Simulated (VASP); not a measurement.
## Mg2O: single point with PBEsol

The system is Mg2O.

```xyz
6
Lattice="3.0774 0.0000 0.0000 -1.5387 2.6651 0.0000 0.0000 0.0000 10.1026" Properties=species:S:1:pos:R:3 pbc="T T T"
Mg    0.0000    0.0000    0.0000
Mg    0.0000    1.7767    7.6365
Mg    1.5387    0.8884    2.4661
Mg    0.0000    0.0000    5.0513
O     0.0000    1.7767    1.2173
O     1.5387    0.8884    8.8853
```

```json
{"Program": "VASP 6.6.1", "Task": "single point", "Functional": "PBEsol", "Potentials or basis": "VASP PAW PBE potentials, release 64 (Mg, O)", "Cutoff": "520 eV", "k mesh": "12 × 12 × 4", "Occupations": "gaussian, width 0.1 eV", "Spin": "no spin polarisation", "Dipole correction": "no", "Further INCAR settings": "ALGO = Normal; EDIFF = 1e-06; NBANDS = 19"}
```

```json
{
 "Pressure": "-2.4 GPa",
 "Largest force": "0.151 eV/Å",
 "Band gap on the k mesh": "zero (bands 10 and 11 overlap by 1.09 eV)"
}
```

Forces in eV/Å, atoms in the order of the input:
```
Mg   0.000  0.000  0.000
Mg   0.000  0.000  0.151
Mg   0.000  0.000 -0.151
Mg   0.000  0.000  0.000
O    0.000  0.000 -0.015
O    0.000  0.000  0.015
```

Stress tensor (GPa, compression positive):
```
-2.49  0.00  0.00
 0.00 -2.49  0.00
 0.00  0.00 -2.35
```

Levels at points of the mesh, in eV from the Fermi level:
```
           k point  band 7  band 8  band 9  band 10  band 11  band 12  band 13  band 14
(0.00, 0.00, 0.00)   -4.41   -4.08   -4.08    -2.89    -0.83     2.51     3.09     6.24
(0.50, 0.00, 0.00)   -5.06   -4.67   -1.55    -1.26     0.06     1.15     3.38     4.23
(0.00, 0.00, 0.50)   -4.41   -4.08   -4.08    -3.83     0.35     1.15     3.66     6.28
(0.50, 0.00, 0.50)   -5.06   -4.67   -1.57    -1.35     0.28     1.14     3.12     4.62
```

Run time: 2.1 min on 1 thread of Intel Xeon 8259CL, on a shared host, peak memory 0.26 GiB.

Caveat: the PAW data sets were made with another functional, which shifts forces and pressure a little.
